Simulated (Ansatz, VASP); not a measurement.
# One calculation of WSe, two programs

```
W Se
1.0
     3.14626    0.00000    0.00000
    -1.57313    2.72474    0.00000
     0.00000    0.00000    7.70929
W Se
2 2
Direct
  0.00000 0.00000 0.00000
  0.00000 0.00000 0.50000
  0.33333 0.66667 0.25000
  0.66667 0.33333 0.75000
```

Alike in both runs: task single point; functional PBE; k mesh 18 × 18 × 6; occupations gaussian, width 0.05 eV; no spin polarisation; Hubbard terms W d U = 4.0 eV.

|  | VASP | Ansatz |
| --- | --- | --- |
| version | VASP 6.6.1 | Ansatz 0.2.0 |
| potentials or method | VASP PAW PBE potentials, release 64 (W_sv, Se), cutoff 520 eV | scalar-relativistic, plane waves, PAW |
| valence electrons in the cell | 40 | 60 |

|  | VASP | Ansatz | Ansatz less VASP |
| --- | --- | --- | --- |
| gap on the k mesh at the Fermi level (eV) | none | none | - |
| pressure (GPa) | 5.4 | 2.0 | -3.41 |
| traceless stress, the component that is largest in VASP (GPa) | 4.45 | 2.49 | -1.953 |

The programs project onto different local orbitals, so the same U acts differently, and such runs can settle in different states. A gap of «none» marks a metal or a gap that the smearing closes. VASP's potentials hold 40 valence electrons a cell and Ansatz's 60, so a difference there can come from the potentials and not from the codes. Ansatz's warnings: filled band counts differ across k points.

Neither program's run includes spin-orbit coupling.
